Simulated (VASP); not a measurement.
# HfC (Pm-3m) in VASP: a series of runs, part 3 of 3

VASP 6.6.1. The steps go on from the part before.

**4. Vibrations by perturbation theory, PBE**

This run uses another cell than the first one, of 11.92 Å³/atom.

File INCAR:

```
SYSTEM = HfC
PREC = Accurate
ENCUT = 520
EDIFF = 1E-8
ISMEAR = -1
SIGMA = 0.15
LREAL = .FALSE.
LASPH = .TRUE.
NELM = 80
ALGO = Normal
ISIF = 2
LWAVE = .FALSE.
LCHARG = .FALSE.
GGA = PE
NBANDS = 14
IBRION = 8
NSW = 1
```

File KPOINTS:

```
Automatic mesh
0
G
  14 14 14
  0 0 0
```

File POSCAR:

```
HfC
1.0
    2.8778000000      0.0000000000      0.0000000000
    0.0000000000      2.8778000000      0.0000000000
    0.0000000000      0.0000000000      2.8778000000
Hf C
1 1
Direct
    0.0000000000      0.0000000000      0.0000000000
    0.5000000000      0.5000000000      0.5000000000
```

Potentials or basis: VASP PAW PBE potentials, release 64 (Hf_pv, C).

Launch:

```sh
$ cat potpaw_PBE.64/Hf_pv/POTCAR potpaw_PBE.64/C/POTCAR > POTCAR
$ mpirun -np 1 vasp_std > vasp.out
```

OUTCAR:

```text
SYSTEM = HfC
   PREC = Accurate
   ENCUT = 520
   EDIFF = 1E-8
   ISMEAR = -1
   LREAL = .FALSE.
   LASPH = .TRUE.
   NELM = 80
   ISIF = 2
   GGA = PE
   IBRION = 8
   NSW = 1

 ion  position               nearest neighbor table
   1  0.000  0.000  0.000-   2 2.49   2 2.49   2 2.49   2 2.49   2 2.49   2 2.49   2 2.49   2 2.49

   2  0.500  0.500  0.500-   1 2.49   1 2.49   1 2.49   1 2.49   1 2.49   1 2.49   1 2.49   1 2.49

  LATTYP: Found a simple cubic cell.
 ALAT       =     2.8778000000

  Lattice vectors:

 A1 = (   2.8778000000,   0.0000000000,   0.0000000000)
 A2 = (   0.0000000000,   2.8778000000,   0.0000000000)
 A3 = (   0.0000000000,   0.0000000000,   2.8778000000)

Analysis of symmetry for initial positions (statically):
=====================================================================
 Subroutine PRICEL returns:
 Original cell was already a primitive cell.

 Routine SETGRP: Setting up the symmetry group for a
 simple cubic supercell.

 Subroutine GETGRP returns: Found 48 space group operations
 (whereof 48 operations were pure point group operations)
 out of a pool of 48 trial point group operations.

The static configuration has the point symmetry O_h .

Analysis of symmetry for dynamics (positions and initial velocities):
=====================================================================
 Subroutine PRICEL returns:
 Original cell was already a primitive cell.

 Routine SETGRP: Setting up the symmetry group for a
 simple cubic supercell.

 Subroutine GETGRP returns: Found 48 space group operations
 (whereof 48 operations were pure point group operations)
 out of a pool of 48 trial point group operations.

The dynamic configuration has the point symmetry O_h .

 Subroutine INISYM returns: Found 48 space group operations
 (whereof 48 operations are pure point group operations),
 and found     1 'primitive' translations

----------------------------------------------------------------------------------------

                                     Primitive cell

  volume of cell :      23.8332

  direct lattice vectors                    reciprocal lattice vectors
     2.877800000  0.000000000  0.000000000     0.347487664  0.000000000  0.000000000
     0.000000000  2.877800000  0.000000000     0.000000000  0.347487664  0.000000000
     0.000000000  0.000000000  2.877800000     0.000000000  0.000000000  0.347487664

  length of vectors
     2.877800000  2.877800000  2.877800000     0.347487664  0.347487664  0.347487664

  position of ions in fractional coordinates (direct lattice)
     0.000000000  0.000000000  0.000000000
     0.500000000  0.500000000  0.500000000

  ion indices of the primitive-cell ions
   primitive index   ion index
                 1           1
                 2           2

----------------------------------------------------------------------------------------

[... 135 lines left out ...]
      8       7.8815      0.00145
      9       7.8815      0.00145
     10      13.0826      0.00000
     11      13.0826      0.00000
     12      13.0826      0.00000
     13      13.6266      0.00000
     14      20.1486      0.00000
[... 377 lines left out ...]
      1     -23.9466      2.00000
      2     -23.4312      2.00000
      3     -22.9643      2.00000
      4      -3.4911      2.00000
      5       1.9150      2.00000
      6       4.7366      2.00000
      7       6.5626      1.65330
      8       6.9985      0.41374
      9      11.5075      0.00000
     10      12.0597      0.00000
     11      12.9430      0.00000
     12      14.2715      0.00000
     13      17.0797      0.00000
     14      20.1486      0.00000

 [... further k-points ...]
[... 5 lines left out ...]
  --------------------------------------------------------------------------------------
  -------------------------------------------------------------------------------------
  Total        0.6043953      0.6043953      0.6043953      0.0000000      0.0000000     -0.0000000
  in kB       40.6302796     40.6302796     40.6302796      0.0000000      0.0000000     -0.0000000
  external PRESSURE =      40.6302796 kB  Pullay stress =       0.0000000 kB

 VOLUME and BASIS-vectors are now :
 -----------------------------------------------------------------------------
  energy-cutoff  :      520.00
  volume of cell :       23.83
      direct lattice vectors                 reciprocal lattice vectors
     2.877800000  0.000000000  0.000000000     0.347487664  0.000000000  0.000000000
     0.000000000  2.877800000  0.000000000     0.000000000  0.347487664  0.000000000
     0.000000000  0.000000000  2.877800000     0.000000000  0.000000000  0.347487664

 POSITION                                       TOTAL-FORCE (eV/Angst)
 -----------------------------------------------------------------------------------
      0.00000      0.00000      0.00000         0.000000      0.000000      0.000000
      1.43890      1.43890      1.43890         0.000000      0.000000      0.000000
 -----------------------------------------------------------------------------------
    total drift:                                0.000000      0.000000     -0.000000

  FREE ENERGIE OF THE ION-ELECTRON SYSTEM (eV)
  ---------------------------------------------------
  free  energy   TOTEN  =       -18.4050369855 eV

  energy  without entropy=      -18.2729021103  energy(sigma->0) =      -18.33896955

[... ionic steps 2 to 3 ...]

--------------------------------------- Ionic step        4  -------------------------------------------

------------------------ aborting loop because EDIFF is reached ----------------------------------------

[... ionic steps 5 to 6 ...]

--------------------------------------- Ionic step        7  -------------------------------------------

 Free energy of the ion-electron system (eV)
  ---------------------------------------------------
  ---------------------------------------------------
  free energy    TOTEN  =        -0.11685620 eV

  energy without entropy =       -0.11685624

------------------------ aborting loop because EDIFF is reached ----------------------------------------

 INTERNAL STRAIN TENSOR  FOR ION    2  DIRECTION 1   (eV/Angst):
 -----------------------------------------------------------------------------
     0.06121  0.00000  0.00000
     0.00000 -0.02376 -0.00000
    -0.00000 -0.00000 -0.02376

 INTERNAL STRAIN TENSOR FOR ION    2 for displacements in x,y,z  (eV/Angst):
          X           Y           Z          XY          YZ          ZX
  --------------------------------------------------------------------------------
  x     0.00000     0.00000     0.00000     0.00000     0.00000     0.00000
  y     0.00000     0.00000     0.00000     0.00000     0.00000     0.00000
  z     0.00000     0.00000     0.00000     0.00000     0.00000     0.00000

 SECOND DERIVATIVES (NOT SYMMETRIZED)
 ------------------------------------
               1X          1Y          1Z          2X          2Y          2Z
  1X    -1.072705   -0.000000    0.000000    1.072705    0.000000    0.000000
  1Y    -0.000000   -1.072705    0.000000    0.000000    1.072705   -0.000000
  1Z    -0.000000   -0.000000   -1.072705    0.000000    0.000000    1.072705
  2X     1.078735   -0.000000    0.000000   -1.078735    0.000000   -0.000000
  2Y    -0.000000    1.078735    0.000000    0.000000   -1.078735   -0.000000
  2Z    -0.000000    0.000000    1.078735    0.000000   -0.000000   -1.078735

 Eigenvectors and eigenvalues of the dynamical matrix
 ----------------------------------------------------

   1 f  =    4.839315 THz    30.406310 2PiTHz  161.422159 cm-1    20.013788 meV
             X         Y         Z           dx          dy          dz
      0.000000  0.000000  0.000000     0.250439    0.000000   -0.000000
      1.438900  1.438900  1.438900    -0.968132    0.000000    0.000000
[... 21 lines left out ...]
   6 f/i=    0.003289 THz     0.020663 2PiTHz    0.109697 cm-1     0.013601 meV
             X         Y         Z           dx          dy          dz
      0.000000  0.000000  0.000000     0.191107    0.949083    0.000000
      1.438900  1.438900  1.438900     0.049436    0.245511    0.000000

--------------------------------------------------------------------------------------------------------

 ELASTIC MODULI CONTR FROM IONIC RELAXATION (kBar)
 Direction    XX          YY          ZZ          XY          YZ          ZX
 --------------------------------------------------------------------------------
 XX           0.0000      0.0000      0.0000      0.0000      0.0000      0.0000
 YY           0.0000      0.0000      0.0000      0.0000      0.0000      0.0000
 ZZ           0.0000      0.0000      0.0000      0.0000      0.0000      0.0000
 XY           0.0000      0.0000      0.0000      0.0000      0.0000      0.0000
 YZ           0.0000      0.0000      0.0000      0.0000      0.0000      0.0000
 ZX           0.0000      0.0000      0.0000      0.0000      0.0000      0.0000
 --------------------------------------------------------------------------------
```

stdout:

```text
POSCAR found type information on POSCAR HfC
 POSCAR found :  2 types and       2 ions
 scaLAPACK will be used
 LDA part: xc-table for (Slater+PW92), standard interpolation
 POSCAR, INCAR and KPOINTS ok, starting setup
 FFT: planning ... GRIDC
 FFT: planning ... GRID_SOFT
 FFT: planning ... GRID
 WAVECAR not read
 entering main loop
 Linear response reoptimize wavefunctions to high precision
 Linear response DOF=           2
 Linear response progress:
 first order change of Fermi-energy   0.24700E-03
 force on displaced ion       1 direction 1 :  -1.073  -0.000   0.000
 Linear response progress:
 first order change of Fermi-energy  -0.21904E-03
 force on displaced ion       2 direction 1 :  -1.079   0.000   0.000
 Linear response finished
```

It took 6.9 min on 1 thread of Intel Xeon 8259CL, shared host; peak memory 0.35 GiB.

What came out:

| Quantity | Value |
| --- | --- |
| Highest phonon frequency at Γ | 161 cm⁻¹ |

Phonon frequencies in cm⁻¹ (negative: imaginary):
```tsv
q point	frequencies
(0.000, 0.000, 0.000)	0 0 0 161 161 161
```

Caveat: the cell stands under pressure or tension, which shifts response properties; spin-orbit coupling is left out, which moves the levels of the heavy elements.

**5. Vibrations by perturbation theory, PBE**

This run uses another cell than the first one, of 12.48 Å³/atom.

File INCAR:

```
SYSTEM = HfC
ALGO = Normal ; EDIFF = 1E-8
ENCUT = 520 ; GGA = PE
IBRION = 8 ; ISIF = 2
ISMEAR = -1 ; LASPH = .TRUE.
LCHARG = .TRUE. ; LREAL = .FALSE.
LWAVE = .FALSE. ; NBANDS = 14
NELM = 80 ; NSW = 1
PREC = Accurate ; SIGMA = 0.15
```

File KPOINTS:

```
k-points
0
G
  14 14 14
  0 0 0
```

File POSCAR:

```
HfC
1.0
    2.9223000000      0.0000000000      0.0000000000
    0.0000000000      2.9223000000      0.0000000000
    0.0000000000      0.0000000000      2.9223000000
Hf C
1 1
Direct
    0.0000000000      0.0000000000      0.0000000000
    0.5000000000      0.5000000000      0.5000000000
```

Potentials or basis: VASP PAW PBE potentials, release 64 (Hf_pv, C).

Launch:

```sh
$ cat potpaw_PBE.64/Hf_pv/POTCAR potpaw_PBE.64/C/POTCAR > POTCAR
$ mpirun -np 1 vasp_std > vasp.out
```

OUTCAR:

```text
SYSTEM = HfC
   EDIFF = 1E-8
   ENCUT = 520
   GGA = PE
   IBRION = 8
   ISIF = 2
   ISMEAR = -1
   LASPH = .TRUE.
   LREAL = .FALSE.
   NELM = 80
   NSW = 1
   PREC = Accurate

 ion  position               nearest neighbor table
   1  0.000  0.000  0.000-   2 2.53   2 2.53   2 2.53   2 2.53   2 2.53   2 2.53   2 2.53   2 2.53

   2  0.500  0.500  0.500-   1 2.53   1 2.53   1 2.53   1 2.53   1 2.53   1 2.53   1 2.53   1 2.53

  LATTYP: Found a simple cubic cell.
[... 667 lines left out ...]
               1X          1Y          1Z          2X          2Y          2Z
  1X    -0.165363    0.000000    0.000000    0.165363   -0.000000   -0.000000
  1Y     0.000000   -0.165363    0.000000   -0.000000    0.165363   -0.000000
  1Z     0.000000    0.000000   -0.165363   -0.000000   -0.000000    0.165363
  2X     0.157553    0.000000   -0.000000   -0.157553   -0.000000    0.000000
  2Y     0.000000    0.157553   -0.000000   -0.000000   -0.157553    0.000000
  2Z     0.000000    0.000000    0.157553   -0.000000   -0.000000   -0.157553

 Eigenvectors and eigenvalues of the dynamical matrix
 ----------------------------------------------------

   1 f  =    1.852688 THz    11.640782 2PiTHz   61.799018 cm-1     7.662098 meV
             X         Y         Z           dx          dy          dz
      0.000000  0.000000  0.000000     0.000000   -0.256905   -0.000000
      1.461150  1.461150  1.461150     0.000000    0.966437    0.000000
[... 21 lines left out ...]
   6 f/i=    0.011125 THz     0.069903 2PiTHz    0.371101 cm-1     0.046011 meV
             X         Y         Z           dx          dy          dz
      0.000000  0.000000  0.000000     0.000000    0.000000   -0.966437
      1.461150  1.461150  1.461150     0.000000    0.000000   -0.256905

--------------------------------------------------------------------------------------------------------

 ELASTIC MODULI CONTR FROM IONIC RELAXATION (kBar)
 Direction    XX          YY          ZZ          XY          YZ          ZX
 --------------------------------------------------------------------------------
 XX           0.0000      0.0000      0.0000      0.0000      0.0000      0.0000
 YY           0.0000      0.0000      0.0000      0.0000      0.0000      0.0000
 ZZ           0.0000      0.0000      0.0000      0.0000      0.0000      0.0000
 XY           0.0000      0.0000      0.0000      0.0000      0.0000      0.0000
 YZ           0.0000      0.0000      0.0000      0.0000      0.0000      0.0000
 ZX           0.0000      0.0000      0.0000      0.0000      0.0000      0.0000
 --------------------------------------------------------------------------------
```

OSZICAR:

```text
N       E                     dE             d eps       ncg     rms          rms(c)
DAV:   1     0.268831504156E+02    0.26883E+02   -0.73281E+03  3360   0.956E+02
DAV:   2    -0.200544253786E+02   -0.46938E+02   -0.44239E+02  4382   0.202E+02
DAV:   3    -0.215857824318E+02   -0.15314E+01   -0.15233E+01  4038   0.269E+01
DAV:   4    -0.215923732892E+02   -0.65909E-02   -0.65902E-02  4034   0.217E+00
[... 51 lines left out ...]
RMM:  11    -0.115758881278E+00   -0.31195E-07   -0.44843E-09 14934   0.356E-05    0.280E-05
RMM:  12    -0.115758892456E+00   -0.11178E-07   -0.50471E-10 13618   0.110E-05    0.911E-06
RMM:  13    -0.115758870164E+00    0.22292E-07   -0.24669E-10 12343   0.479E-06    0.322E-06
RMM:  14    -0.115758870423E+00   -0.25907E-09    0.99460E-10  8199   0.259E-06    0.143E-06
 Linear response finished
```

stdout:

```text
POSCAR found type information on POSCAR HfC
 POSCAR found :  2 types and       2 ions
 scaLAPACK will be used
 LDA part: xc-table for (Slater+PW92), standard interpolation
 POSCAR, INCAR and KPOINTS ok, starting setup
 FFT: planning ... GRIDC
 FFT: planning ... GRID_SOFT
 FFT: planning ... GRID
 WAVECAR not read
 entering main loop
 Linear response reoptimize wavefunctions to high precision
 Linear response DOF=           2
 Linear response progress:
 first order change of Fermi-energy   0.23799E-03
 force on displaced ion       1 direction 1 :  -0.165   0.000  -0.000
 Linear response progress:
 first order change of Fermi-energy  -0.20208E-03
 force on displaced ion       2 direction 1 :  -0.158  -0.000  -0.000
 Linear response finished
```

Wall time 6.7 min (1 thread of Intel Xeon 8259CL, shared host); peak memory 0.35 GiB.

What came out:

```
Highest phonon frequency at Γ : 62 cm⁻¹
```

Phonon frequencies in cm⁻¹ (negative: imaginary):
| q point | frequencies |
| --- | --- |
| (0.000, 0.000, 0.000) | 0 0 0 62 62 62 |

Caveat: the cell stands under pressure or tension, which shifts response properties; spin-orbit coupling is left out, which moves the levels of the heavy elements.
